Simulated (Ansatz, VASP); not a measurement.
# Se: VASP beside Ansatz

File INCAR:

```
PREC = Accurate ; ENCUT = 520
EDIFF = 1E-8 ; ISMEAR = -1
SIGMA = 0.03 ; LREAL = False
LASPH = True ; NELM = 100
ALGO = Normal ; ISIF = 2
LWAVE = False ; LCHARG = False
GGA = PE ; LEFG = True
NBANDS = 16
```

The input KPOINTS:

```
regular mesh
0
Gamma
  8 8 6
```

Contents of POSCAR:

```
Se
1.0
    4.3696387861      0.0000000000      0.0000000000
   -2.1848193931      3.7842181942      0.0000000000
    0.0000000000      0.0000000000      4.9658934763
Se
3
Direct
    0.2170000000      0.0000000000      0.1666666667
    0.0000000000      0.2170000000      0.8333333333
    0.7830000000      0.7830000000      0.5000000000
```

Input for Ansatz:

```yaml
crystal:
  lattice:
    - [4.3696387861, 0.0, 0.0]
    - [-2.1848193931, 3.7842181942, 0.0]
    - [0.0, 0.0, 4.9658934763]
  atoms:
    - { symbol: Se, position: [0.217, 0.0, 0.1666666667] }
    - { symbol: Se, position: [0.0, 0.217, 0.8333333333] }
    - { symbol: Se, position: [0.783, 0.783, 0.5] }
kpoints:
  mp_grid: { grid: [8, 8, 6] }
scf:
  occupations: { method: fermi_dirac, width: 0.03 }
hamiltonian:
  xc: pbe
  pseudopotentials: { kind: paw }
output:
  forces: true
  stress: true
  eigenvalues: true
  efg: { contact_densities: true }
  write_density: true
  write_potential: true
  elf: true
  volumetric_format: npy
```

Change from the starting cell: volume scaled by 1.01, PAW files.

Alike in both runs: task electric field gradients; functional PBE; k mesh 8 × 8 × 6; occupations fermi-dirac, width 0.03 eV; no spin polarisation.

|  | VASP | Ansatz |
| --- | --- | --- |
| version | VASP 6.6.1 | Ansatz 0.2.0 |
| potentials or method | VASP PAW PBE potentials, release 64 (Se) | PAW with Ansatz's default frozen-core files, scalar-relativistic |
| plane-wave cutoff (eV) | 520 | 420 |
| valence electrons in the cell | 18 | 48 |

|  | VASP | Ansatz | Ansatz less VASP |
| --- | --- | --- | --- |
| gap on the k mesh at the Fermi level (eV) | 1.09 | 1.10 | +0.015 |
| pressure (GPa) | 5.0 | 4.8 | -0.17 |
| traceless stress, the component that is largest in VASP (GPa) | 1.62 | 1.56 | -0.069 |
| rms of the force components (eV/Å) | 0.614 | 0.590 | -0.0242 |
| size of Vzz on the site where it differs most (V/Å²) | 496.0 | 514.4 | +18.46 |

Atom by atom the forces differ by 0.024 eV/Å (rms over components). The functional is the same, so the differences come from potentials, cutoffs and numerics. VASP's potentials hold 18 valence electrons a cell and Ansatz's 48, so a difference there can come from the potentials and not from the codes.
